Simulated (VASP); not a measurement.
# P3W4 (Pm-3m) in VASP: a series of runs, part 2 of 2

VASP 6.6.1. Earlier steps stand in the parts before.

**3. Relaxation of cell and atoms, PBE**

This run uses another cell than the first one, of 16.13 Å³/atom, 1.002 times its volume.

INCAR

```
PREC = Accurate
ENCUT = 600
EDIFF = 1E-6
ISMEAR = 0
SIGMA = 0.1
LREAL = False
LASPH = True
NELM = 100
ALGO = Normal
ISIF = 3
LWAVE = False
LCHARG = False
GGA = PE
IBRION = 2
NSW = 100
EDIFFG = -0.01
```

KPOINTS

```
Automatic mesh
0
Gamma
  8 8 8
```

POSCAR

```
P3W4
1.0
    4.8331563444      0.0000000000      0.0000000000
    0.0000000000      4.8331563444      0.0000000000
    0.0000000000      0.0000000000      4.8331563444
P W
3 4
Direct
    0.5000000000      0.5000000000      0.0000000000
    0.0000000000      0.5000000000      0.5000000000
    0.5000000000      0.0000000000      0.5000000000
    0.5000000000      0.5000000000      0.5000000000
    0.5000000000      0.0000000000      0.0000000000
    0.0000000000      0.5000000000      0.0000000000
    0.0000000000      0.0000000000      0.5000000000
```

Potentials or basis: VASP PAW PBE potentials, release 64 (P, W_sv).

The run is started by

```sh
> cat potpaw_PBE.64/P/POTCAR potpaw_PBE.64/W_sv/POTCAR > POTCAR
> mpirun -np 1 vasp_std > vasp.out
```

OUTCAR:

```text
PREC = Accurate
   ENCUT = 600
   EDIFF = 1E-6
   ISMEAR = 0
   LREAL = False
   LASPH = True
   NELM = 100
   ISIF = 3
   GGA = PE
   IBRION = 2
   NSW = 100
   EDIFFG = -0.01

 ion  position               nearest neighbor table
   1  0.500  0.500  0.000-   4 2.42   5 2.42   6 2.42   4 2.42   5 2.42   6 2.42
   2  0.000  0.500  0.500-   4 2.42   6 2.42   7 2.42   6 2.42   7 2.42   4 2.42
   3  0.500  0.000  0.500-   4 2.42   5 2.42   7 2.42   5 2.42   4 2.42   7 2.42
   4  0.500  0.500  0.500-   1 2.42   2 2.42   3 2.42   1 2.42   3 2.42   2 2.42   5 3.42   5 3.42
                             6 3.42   6 3.42   5 3.42   7 3.42   5 3.42   7 3.42   6 3.42   7 3.42
   5  0.500  0.000  0.000-   1 2.42   3 2.42   3 2.42   1 2.42   7 3.42   4 3.42   4 3.42   7 3.42
                             6 3.42   4 3.42   6 3.42   4 3.42   6 3.42   7 3.42   7 3.42   6 3.42
   6  0.000  0.500  0.000-   1 2.42   2 2.42   2 2.42   1 2.42   7 3.42   4 3.42   4 3.42   7 3.42
                             5 3.42   7 3.42   7 3.42   5 3.42   4 3.42   5 3.42   4 3.42   5 3.42
[... 285 lines left out ...]
  ---------------------------------------------------
  free energy    TOTEN  =       -63.55158004 eV

  energy without entropy =      -63.51867834  energy(sigma->0) =      -63.53512919

 E-fermi :  10.1405     XC(G=0): -12.3206

 val. band max:       10.1367919785   @ k =   0.2500   0.2500   0.2500
 cond. band min:      10.1483183071   @ k =   0.3750   0.0000   0.0000
 fundamental gap:      0.0115263286
 Fermi energy:        10.1405291865

 k-point     1 :       0.0000    0.0000    0.0000
  band No.  band energies     occupation
      1     -64.7210      2.00000
      2     -64.3136      2.00000
      3     -64.3053      2.00000
      4     -64.3053      2.00000
      5     -29.0447      2.00000
      6     -29.0447      2.00000
[... 1069 lines left out ...]
     41      11.1563      0.00000
     42      12.4281      0.00000

 [... further k-points ...]
[... 5 lines left out ...]
  --------------------------------------------------------------------------------------
  -------------------------------------------------------------------------------------
  Total        0.0031906      0.0031906      0.0031906      0.0000000      0.0000000     -0.0000000
  in kB        0.0453579      0.0453579      0.0453579      0.0000000      0.0000000     -0.0000000
  external PRESSURE =       0.0453579 kB  Pullay stress =       0.0000000 kB
[... 22 lines left out ...]
  FREE ENERGIE OF THE ION-ELECTRON SYSTEM (eV)
  ---------------------------------------------------
  free  energy   TOTEN  =       -63.5515800436 eV

  energy  without entropy=      -63.5186783353  energy(sigma->0) =      -63.53512919

 reached required accuracy - stopping structural energy minimisation
```

CONTCAR:

```text
P3W4
   1.00000000000000
     4.8303152674184080    0.0000000000000000    0.0000000000000000
     0.0000000000000000    4.8303152674184080    0.0000000000000000
    -0.0000000000000000   -0.0000000000000000    4.8303152674184080
  P               W
     3     4
Direct
     0.5000000000000000    0.5000000000000000    0.0000000000000000
     0.0000000000000000    0.5000000000000000    0.5000000000000000
     0.5000000000000000    0.0000000000000000    0.5000000000000000
     0.5000000000000000    0.5000000000000000    0.5000000000000000
     0.5000000000000000    0.0000000000000000    0.0000000000000000
     0.0000000000000000    0.5000000000000000    0.0000000000000000
     0.0000000000000000    0.0000000000000000    0.5000000000000000

  0.00000000E+00  0.00000000E+00  0.00000000E+00
  0.00000000E+00  0.00000000E+00  0.00000000E+00
  0.00000000E+00  0.00000000E+00  0.00000000E+00
  0.00000000E+00  0.00000000E+00  0.00000000E+00
  0.00000000E+00  0.00000000E+00  0.00000000E+00
  0.00000000E+00  0.00000000E+00  0.00000000E+00
  0.00000000E+00  0.00000000E+00  0.00000000E+00
```

It took 2.6 min on 1 thread of Intel Xeon 6975P-C (Granite Rapids), shared host; peak memory 0.35 GiB.

Results:

```yaml
Free_energy: -63.5516 eV
Relaxed_volume: 16.10 Å³/atom
Relaxed_cell: a = 4.830 Å, b = 4.830 Å, c = 4.830 Å, α = 90.00°, β = 90.00°, γ = 90.00°
Space_group_after_relaxing_to_0.05_Å: Pm-3m (No. 221)
Energy_gained_by_relaxing: 0.0 meV/atom
Ionic_steps: 3
Pressure_after_relaxing: 0.0 GPa
```

Step by step:
```
step  energy change (eV)  largest force (eV/Å)  pressure (GPa)  volume (Å³)
   1              0.0000                0.0000           -0.36       112.90
   2              0.0007                0.0000            0.73       112.30
   3             -0.0002                0.0000            0.00       112.70
```

Final structure:
```cif
data_structure
_symmetry_space_group_name_H-M 'P 1'
_symmetry_Int_Tables_number 1
_cell_length_a 4.8303
_cell_length_b 4.8303
_cell_length_c 4.8303
_cell_angle_alpha 90.000
_cell_angle_beta 90.000
_cell_angle_gamma 90.000
_cell_volume 112.70
loop_
_atom_site_label
_atom_site_type_symbol
_atom_site_fract_x
_atom_site_fract_y
_atom_site_fract_z
_atom_site_occupancy
P1 P 0.50000 0.50000 0.00000 1
P2 P 0.00000 0.50000 0.50000 1
P3 P 0.50000 0.00000 0.50000 1
W1 W 0.50000 0.50000 0.50000 1
W2 W 0.50000 0.00000 0.00000 1
W3 W 0.00000 0.50000 0.00000 1
W4 W 0.00000 0.00000 0.50000 1
```

Caveat: spin-orbit coupling is left out, which moves the levels of the heavy elements.

**4. Single point, PBE**

This run uses another cell than the first one, of 16.13 Å³/atom, 1.002 times its volume.

INCAR

```
SYSTEM = P3W4
PREC = Accurate
ENCUT = 520
EDIFF = 1E-7
ISMEAR = 0
SIGMA = 0.1
LREAL = .FALSE.
LASPH = .TRUE.
NELM = 100
ALGO = Normal
ISIF = 2
LWAVE = .FALSE.
LCHARG = .FALSE.
GGA = PE
NBANDS = 44
```

KPOINTS

```
regular mesh
0
G
  4 4 4
  0 0 0
```

POSCAR is that of step 3.

The run is started by

```sh
> cat potpaw_PBE.64/P/POTCAR potpaw_PBE.64/W_sv/POTCAR > POTCAR
> mpirun -np 1 vasp_std > vasp.out
```

It took 20 s on 1 thread of Intel Xeon 6975P-C (Granite Rapids), shared host; peak memory 0.21 GiB.

The run converged. Its results:

| Property | Result |
| --- | --- |
| Free energy | -63.4670 eV |
| Pressure | -0.3 GPa |

Levels at points of the mesh, in eV from the Fermi level:
```csv
k point,band 31,band 32,band 33,band 34,band 35,band 36,band 37,band 38,band 39,band 40
"(0.00, 0.00, 0.00)",-1.95,-1.95,-1.79,-1.79,-1.16,-1.16,-1.16,-0.59,-0.03,-0.03
"(0.50, 0.00, 0.00)",-2.74,-1.49,-1.01,-1.01,-0.68,-0.18,0.43,0.65,0.65,0.84
"(0.50, 0.50, 0.00)",-1.04,-1.04,-0.62,-0.29,-0.29,-0.01,0.63,0.70,1.03,1.03
"(0.50, 0.50, 0.50)",-1.55,-1.20,0.65,0.65,0.67,0.67,0.67,1.20,1.20,1.20
```

Caveat: spin-orbit coupling is left out, which moves the levels of the heavy elements.

**5. Summary**

| task | cell | k mesh | cutoff (eV) | gap on the mesh (eV) | pressure (GPa) |
| --- | --- | --- | --- | --- | --- |
| single point | a = 4.829 Å, 7 atoms | 8 × 8 × 8 | 520 | none | 0.1 |
| relaxation of cell and atoms | relaxed from a = 4.833 Å, 7 atoms | 8 × 8 × 8 | 600 | none | 0.0 |
| single point | a = 4.833 Å, 7 atoms | 4 × 4 × 4 | 520 | none | -0.3 |

Alike in all rows: level PBE; potentials or basis VASP PAW PBE potentials, release 64 (P, W_sv); no spin polarisation; smearing gaussian 0.1 eV.

Caveats: spin-orbit coupling is left out, which moves the levels of the heavy elements.

Absolute energies hang on the potentials; compare differences alone.
